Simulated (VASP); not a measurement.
# BPd4 (Pmm2) in VASP: a series of runs, part 2 of 2

VASP 6.6.1.

## 5. Single point, PBE+D3(BJ), collinear spin

Input file INCAR:

```
SYSTEM = BPd4
PREC = Accurate
ENCUT = 630
EDIFF = 1E-6
ISMEAR = 0
SIGMA = 0.1
LREAL = .False.
LASPH = .True.
NELM = 200
ALGO = Normal
ISIF = 2
LWAVE = .False.
LCHARG = .True.
ISPIN = 2
MAGMOM = 0 -5 5 5 5
LORBIT = 11
LMAXMIX = 4
GGA = PE
IVDW = 12
LELF = .True.
LVHAR = .True.
NBANDS = 50
GGA_COMPAT = .False.
```

Input file KPOINTS:

```
Automatic mesh
0
Gamma
  3 2 2
  0 0 0
```

Input file POSCAR:

```
BPd4
1.0
    2.8920299704      0.0000000000      0.0000000000
    0.0000000000      4.3650077954      0.0000000000
    0.0000000000      0.0000000000      5.8563150000
B Pd
1 4
Direct
    0.5000000000      0.0000000000      0.8632270000
    0.5000000000      0.5000000000      0.8675610000
    0.0000000000      0.5000000000      0.3291640000
    0.0000000000      0.0000000000      0.6194700000
    0.5000000000      0.0000000000      0.1975780000
```

On the command line:

```sh
> cat potpaw_PBE.64/B/POTCAR potpaw_PBE.64/Pd_sv_GW/POTCAR > POTCAR
> mpirun -np 1 vasp_std > vasp.out
```

Wall time 2 min (1 thread of Intel Xeon Platinum 8259CL at 2.50GHz (Skylake/Cascade Lake), shared host); peak memory 0.27 GiB.

The run converged. Its results:

```
Free energy                                           : -24.1771 eV
Pressure                                              : -7.1 GPa
Largest force                                         : 0.494 eV/Å
Net moment                                            : 0.00 μB per cell
Valence electrons inside the program's atomic spheres : B 1.78; Pd 15.68, 15.64, 15.73, 15.71
Dispersion energy per atom                            : -0.513 eV
```

Forces on the atoms (eV/Å):
```
B    0.000  0.000 -0.194
Pd   0.000  0.000  0.262
Pd   0.000  0.000 -0.494
Pd   0.000  0.000  0.072
Pd   0.000  0.000  0.355
```

Stress tensor (GPa, compression positive):
```
-5.38  0.00  0.00
 0.00 -7.81  0.00
 0.00  0.00 -8.24
```

Levels at points of the mesh, in eV from the Fermi level:
Spin up:
```csv
k point,band 35,band 36,band 37,band 38,band 39,band 40
"(0.00, 0.00, 0.00)",-0.94,-0.62,-0.34,-0.07,0.13,0.62
"(0.00, 0.50, 0.00)",-0.85,-0.73,-0.64,-0.55,-0.30,1.59
"(0.00, 0.00, 0.50)",-1.02,-0.83,-0.65,0.10,1.83,2.17
"(0.00, 0.50, 0.50)",-0.73,-0.73,-0.65,-0.30,-0.24,0.07
```
Spin down:
```
           k point  band 34  band 35  band 36  band 37  band 38  band 39  band 40  band 41
(0.00, 0.00, 0.00)    -1.17    -0.94    -0.62    -0.34    -0.07     0.13     0.62     5.48
(0.00, 0.50, 0.00)    -1.20    -0.85    -0.73    -0.64    -0.55    -0.30     1.59     2.46
(0.00, 0.00, 0.50)    -1.10    -1.02    -0.83    -0.65     0.10     1.83     2.17     4.70
(0.00, 0.50, 0.50)    -1.00    -0.73    -0.73    -0.65    -0.30    -0.24     0.07     3.55
```

Caveat: the k points lie up to 0.72 Å⁻¹ apart.

## 6. Single point, r2SCAN

This run uses another cell than the first one, of 14.09 Å³/atom.

Changes to POSCAR since step 5:

```diff
@@ -2,5 +2,5 @@
 1.0
-    2.8920299704      0.0000000000      0.0000000000
-    0.0000000000      4.3650077954      0.0000000000
-    0.0000000000      0.0000000000      5.8563150000
+    2.8459925321      0.0000000000      0.0000000000
+    0.0000000000      4.2955224239      0.0000000000
+    0.0000000000      0.0000000000      5.7630899148
 B Pd
```

Input file INCAR.step1:

```
PREC = Accurate
ENCUT = 690
ISMEAR = 0
SIGMA = 0.1
LREAL = False
LASPH = True
NELM = 120
NBANDS = 46
GGA = PE
ALGO = Normal
EDIFF = 1E-5
LWAVE = True
LCHARG = False
GGA_COMPAT = False
```

Input file INCAR.step2:

```
PREC = Accurate
ENCUT = 690
EDIFF = 1E-6
ISMEAR = 0
SIGMA = 0.1
LREAL = False
LASPH = True
NELM = 120
ALGO = Normal
ISIF = 2
LWAVE = False
LCHARG = True
METAGGA = R2SCAN
LMIXTAU = True
LELF = True
LVHAR = True
NBANDS = 46
ISTART = 1
GGA_COMPAT = False
```

Input file KPOINTS:

```
Automatic mesh
0
Gamma
  6 4 4
```

Potentials or basis: VASP PAW PBE potentials, release 64 (B, Pd_sv_GW).

On the command line:

```sh
> cat potpaw_PBE.64/B/POTCAR potpaw_PBE.64/Pd_sv_GW/POTCAR > POTCAR
> cp INCAR.step1 INCAR
> mpirun -np 1 vasp_std > vasp.out
> cp INCAR.step2 INCAR
> mpirun -np 1 vasp_std > vasp.out
```

Wall time 9.7 min (1 thread of Intel Xeon Platinum 8259CL at 2.50GHz (Skylake/Cascade Lake), shared host); peak memory 0.33 GiB.

Results (log left out):

```yaml
Free_energy: -93.2616 eV
Pressure: 3.3 GPa
Largest_force: 0.229 eV/Å
Band_gap_on_the_k_mesh: zero (an odd number of electrons rules out a gap without spin polarisation)
```

Forces in eV/Å, atoms in the order of the input:
```
B    0.000  0.000  0.180
Pd   0.000  0.000  0.132
Pd   0.000  0.000  0.048
Pd   0.000  0.000 -0.229
Pd   0.000  0.000 -0.131
```

Stress tensor (GPa, compression positive):
```
1.93 0.00 0.00
0.00 4.43 0.00
0.00 0.00 3.49
```

Levels at points of the mesh, in eV from the Fermi level:
| k point | band 33 | band 34 | band 35 | band 36 | band 37 | band 38 | band 39 | band 40 | band 41 | band 42 |
| --- | --- | --- | --- | --- | --- | --- | --- | --- | --- | --- |
| (0.00, 0.00, 0.00) | -1.56 | -1.52 | -1.37 | -0.90 | -0.63 | -0.25 | 0.08 | 0.53 | 5.79 | 6.10 |
| (0.50, 0.00, 0.00) | -0.72 | -0.72 | -0.66 | -0.35 | 0.50 | 0.54 | 2.03 | 2.79 | 3.86 | 5.25 |
| (0.00, 0.50, 0.00) | -1.94 | -1.65 | -1.06 | -1.02 | -0.95 | -0.75 | -0.51 | 1.62 | 2.57 | 4.45 |
| (0.50, 0.50, 0.00) | -1.07 | -0.86 | -0.43 | -0.05 | 0.93 | 1.66 | 2.63 | 2.68 | 3.44 | 4.04 |
| (0.00, 0.00, 0.50) | -1.84 | -1.43 | -1.43 | -1.25 | -0.94 | 0.06 | 1.79 | 2.19 | 4.98 | 5.65 |
| (0.50, 0.00, 0.50) | -0.79 | -0.72 | -0.62 | -0.34 | 0.04 | 0.65 | 1.78 | 2.64 | 3.21 | 6.14 |
| (0.00, 0.50, 0.50) | -1.40 | -1.23 | -1.11 | -0.97 | -0.84 | -0.53 | -0.43 | -0.10 | 3.71 | 7.31 |
| (0.50, 0.50, 0.50) | -1.27 | -0.76 | -0.72 | -0.20 | -0.17 | 1.18 | 2.49 | 2.70 | 3.05 | 3.91 |

Caveat: the k points lie up to 0.37 Å⁻¹ apart, too coarse for converged energies and pressures of a metal; the PAW data sets were made with another functional, which shifts forces and pressure a little.

## 7. Summary

| level | spin | cell | k mesh | cutoff (eV) | smearing | gap on the mesh (eV) | pressure (GPa) | largest force (eV/Å) |
| --- | --- | --- | --- | --- | --- | --- | --- | --- |
| PBE | off | a = 2.892, b = 4.365, c = 5.856 Å, 5 atoms | 3 × 4 × 2, shifted | 630 | gaussian 0.1 eV | none | -1.5 | 0.34 |
| PBE | off | a = 2.882, b = 4.350, c = 5.837 Å, 5 atoms | 6 × 4 × 4 | 630 | gaussian 0.1 eV | none | -0.1 | 0.23 |
| PBE | off | a = 2.892, b = 4.365, c = 5.856 Å, 5 atoms | 6 × 4 × 4 | 630 | gaussian 0.0051 eV | none | -1.7 | 0.28 |
| PBE+D3(BJ) | collinear | a = 2.892, b = 4.365, c = 5.856 Å, 5 atoms | 3 × 2 × 2 | 630 | gaussian 0.1 eV | none | -7.1 | 0.49 |
| r2SCAN | off | a = 2.846, b = 4.296, c = 5.763 Å, 5 atoms | 6 × 4 × 4 | 690 | gaussian 0.1 eV | none | 3.3 | 0.23 |

Alike in all rows: task single point; potentials or basis VASP PAW PBE potentials, release 64 (B, Pd_sv_GW).

Caveats: all runs use coarse meshes; the PAW data sets were made with another functional, which shifts forces and pressure a little (at least some runs).

Total energies depend on the potentials used, so only differences within one code and one set of settings carry meaning.
